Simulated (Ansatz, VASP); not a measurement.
## One calculation of MoW2, two programs

The input INCAR:

```
PREC = Accurate
ENCUT = 520
EDIFF = 1E-6
ISMEAR = 0
SIGMA = 0.1
LREAL = F
LASPH = T
NELM = 80
ALGO = Normal
ISIF = 2
LWAVE = F
LCHARG = F
GGA = PE
NBANDS = 51
```

KPOINTS

```
Automatic mesh
0
Gamma
  6 6 2
```

File POSCAR:

```
MoW2
1.0
    3.0186976600      0.0000000000      0.0000000000
   -1.5093488300      2.6142688600      0.0000000000
    0.0000000000      0.0000000000     12.5842201600
Mo W
2 4
Direct
    0.3333333300      0.6666666700      0.2500000000
    0.6666666700      0.3333333300      0.7500000000
    0.3333333300      0.6666666700      0.8708151000
    0.6666666700      0.3333333300      0.1291849000
    0.6666666700      0.3333333300      0.3708151000
    0.3333333300      0.6666666700      0.6291849000
```

Input for Ansatz:

```yaml
crystal:
  lattice:
    - [3.01869766, 0.0, 0.0]
    - [-1.50934883, 2.61426886, 0.0]
    - [0.0, 0.0, 12.58422016]
  atoms:
    - { symbol: Mo, position: [0.33333333, 0.66666667, 0.25] }
    - { symbol: Mo, position: [0.66666667, 0.33333333, 0.75] }
    - { symbol: W, position: [0.33333333, 0.66666667, 0.8708151] }
    - { symbol: W, position: [0.66666667, 0.33333333, 0.1291849] }
    - { symbol: W, position: [0.66666667, 0.33333333, 0.3708151] }
    - { symbol: W, position: [0.33333333, 0.66666667, 0.6291849] }
basis:
  ecutwfc: 420
kpoints:
  mp_grid: { grid: [6, 6, 2] }
hamiltonian:
  xc: pbe
scf:
  occupations: { method: gaussian, width: 0.1 }
  lower_state_search: "off"
output:
  forces: true
  stress: true
  eigenvalues: true
```

Change from the starting cell: species swapped into the Te2W type (P6_3/mmc, No. 194).

Alike in both runs: task single point; functional PBE; k mesh 6 × 6 × 2; occupations gaussian, width 0.1 eV; no spin polarisation.

|  | VASP | Ansatz |
| --- | --- | --- |
| version | VASP 6.6.1 | Ansatz 0.2.0 |
| potentials or method | VASP PAW PBE potentials, release 64 (Mo_sv, W_sv), cutoff 520 eV | scalar-relativistic, plane waves, PAW |
| valence electrons in the cell | 84 | 84 |

Ansatz gave:

```
gap on the k mesh at the Fermi level (eV) : none
rms of the force components (eV/Å)        : 4.954
```

Task: Which values does VASP return?

Result: gap on the k mesh at the Fermi level (eV): none; rms of the force components (eV/Å): 5.108.

Atom by atom the forces differ by 0.155 eV/Å (rms over components). A gap of «none» marks a metal or a gap that the smearing closes. With one functional, cell and mesh, what is left measures potentials, basis and numerics.

The k mesh is coarse, so the values compare programs but aren't converged. Spin-orbit coupling is off throughout.
